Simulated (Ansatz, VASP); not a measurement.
## Ta in VASP and in Ansatz

```xyz
4
Lattice="2.7783 0.0000 0.0000 -1.3891 2.4060 0.0000 0.0000 0.0000 9.7528" Properties=species:S:1:pos:R:3 pbc="T T T"
Ta   -1.3891    2.4060    9.7528
Ta    0.0000    0.0000    4.8764
Ta    0.0000    1.6040    2.4382
Ta    1.3891    0.8020    7.3146
```

Alike in both runs: task single point; functional LDA; k mesh 14 × 14 × 4; occupations fermi-dirac, width 0.1 eV; no spin polarisation.

```csv
,VASP,Ansatz
version,VASP 6.6.1,Ansatz 0.2.0
potentials or method,"VASP PAW LDA potentials, release 64 (Ta_pv), cutoff 520 eV","plane waves (420 eV) with PAW, scalar-relativistic"
valence electrons in the cell,44,52
```

VASP gave:

| Quantity | Value |
| --- | --- |
| pressure (GPa) | 21.2 |
| traceless stress, the component that is largest in VASP (GPa) | 0.40 |

Q: Which values does Ansatz return?

A: Pressure (GPa): 20.2; traceless stress, the component that is largest in VASP (GPa): 0.30.

Ansatz warns that its potentials were made for another functional, while VASP's fit it. LDA's correlation is that of Perdew and Zunger in VASP and of Perdew and Wang (1992) in Ansatz. VASP's potentials hold 44 valence electrons a cell and Ansatz's 52, so a difference there can come from the potentials and not from the codes.

Neither program's run includes spin-orbit coupling.
